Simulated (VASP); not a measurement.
Wanted: the native input for a VASP 6.6.1 run.

- Task: relaxation of cell and atoms
- Functional: r2SCAN
- Potentials or basis: VASP PAW PBE potentials, release 64 (Sb)
- Cutoff: 600 eV
- k mesh: 6 × 6 × 6
- Occupations: fermi-dirac, width 0.1 eV
- Spin: no spin polarisation
- Dipole correction: no
- Further INCAR settings: ALGO = Normal; EDIFF = 1e-06; IBRION = 2; EDIFFG = -0.01; NSW = 80; ISIF = 3

The system is Sb.

```
Sb
1.0
     0.00000    3.40000    3.40000
     3.40000    0.00000    3.40000
     3.40000    3.40000    0.00000
Sb
2
Direct
  0.00000 0.00000 0.00000
  0.25000 0.25000 0.25000
```

This isn't the form of Sb at room conditions, which is rhombohedral.

One way to write it, as run:

POSCAR

```
Sb
1.0
    0.0000000000      3.4000000000      3.4000000000
    3.4000000000      0.0000000000      3.4000000000
    3.4000000000      3.4000000000      0.0000000000
Sb
2
Direct
    0.0000000000      0.0000000000      0.0000000000
    0.2500000000      0.2500000000      0.2500000000
```

INCAR.step1

```
PREC = Accurate
ENCUT = 600
ISMEAR = -1
SIGMA = 0.1
LREAL = False
LASPH = True
NELM = 100
GGA = PE
ALGO = Normal
EDIFF = 1E-4
LWAVE = True
LCHARG = False
```

INCAR.step2

```
PREC = Accurate
ENCUT = 600
EDIFF = 1E-6
ISMEAR = -1
SIGMA = 0.1
LREAL = False
LASPH = True
NELM = 100
ALGO = Normal
ISIF = 3
LWAVE = False
LCHARG = False
METAGGA = R2SCAN
LMIXTAU = True
IBRION = 2
NSW = 80
EDIFFG = -0.01
ISTART = 1
```

KPOINTS

```
regular mesh
0
Gamma
  6 6 6
```

Potentials or basis: VASP PAW PBE potentials, release 64 (Sb).

Command:

```console
$ cat potpaw_PBE.64/Sb/POTCAR > POTCAR
$ cp INCAR.step1 INCAR
$ mpirun -np 1 vasp_std > vasp.out
$ cp INCAR.step2 INCAR
$ mpirun -np 1 vasp_std > vasp.out
```

Results of the run:

| Quantity | Value |
| --- | --- |
| Relaxed volume | 42.06 Å³/atom |
| Relaxed cell | a = 4.918 Å, b = 4.918 Å, c = 4.918 Å, α = 60.00°, β = 60.00°, γ = 60.00° |
| Space group after relaxing (to 0.1 Å) | Fd-3m (No. 227) |
| Energy gained by relaxing | 22.1 meV/atom |
| Ionic steps | 3 |
| Pressure after relaxing | 0.0 GPa |
| Band gap on the k mesh | zero (bands 5 and 6 overlap by 0.88 eV) |

Caveat: the PAW data sets were made with another functional, which shifts forces and pressure a little; spin-orbit coupling is left out, which moves the levels of the heavy elements.

It took 3.4 min on 1 thread of Intel Xeon 8259CL (shared host), peak memory 0.26 GiB.
